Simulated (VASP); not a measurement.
Wanted: the native input for a VASP 6.6.1 run.

```
Task                   : relaxation of cell and atoms
Functional             : PBEsol
Potentials or basis    : VASP PAW PBE potentials, release 64 (Hf_pv)
Cutoff                 : 600 eV
k mesh                 : 9 × 9 × 9
Occupations            : fermi-dirac, width 0.3 eV
Spin                   : no spin polarisation
Dipole correction      : no
Further INCAR settings : ALGO = Normal; EDIFF = 1e-06; IBRION = 2; EDIFFG = -0.01; NSW = 80; ISIF = 3
```

The structure of Hf lies in POSCAR:

```
Hf
1.0
   -1.8050000000      1.8050000000      1.8050000000
    1.8050000000     -1.8050000000      1.8050000000
    1.8050000000      1.8050000000     -1.8050000000
Hf
1
Direct
    0.0000000000      0.0000000000      0.0000000000
```

The input as run:

INCAR

```
PREC = Accurate ; ENCUT = 600
EDIFF = 1E-6 ; ISMEAR = -1
SIGMA = 0.3 ; LREAL = False
LASPH = True ; NELM = 100
ALGO = Normal ; ISIF = 3
LWAVE = False ; LCHARG = False
GGA = PS ; IBRION = 2
NSW = 80 ; EDIFFG = -0.01
```

KPOINTS

```
regular mesh
0
Gamma
  9 9 9
```

Potentials or basis: VASP PAW PBE potentials, release 64 (Hf_pv).

Run with:

```sh
$ cat potpaw_PBE.64/Hf_pv/POTCAR > POTCAR
$ mpirun -np 1 vasp_std > vasp.out
```

It gave:

| Quantity | Value |
| --- | --- |
| Relaxed volume | 21.64 Å³/atom |
| Relaxed cell | a = 3.041 Å, b = 3.041 Å, c = 3.041 Å, α = 109.47°, β = 109.47°, γ = 109.47° |
| Space group after relaxing (to 0.05 Å) | Im-3m (No. 229) |
| Energy gained by relaxing | 46.3 meV/atom |
| Ionic steps | 4 |
| Pressure after relaxing | 0.1 GPa |
| Band gap on the k mesh | zero (band 5 reaches 6.18 eV, above the bottom of band 6 at 3.94 eV) |

Caveat: the PAW data sets were made with another functional, which shifts forces and pressure a little; spin-orbit coupling is left out, which moves the levels of the heavy elements.

It took 21 s on 1 thread of Intel(R) Xeon(R) Platinum 8488C (Sapphire Rapids), with other jobs on the host, peak memory 0.16 GiB.
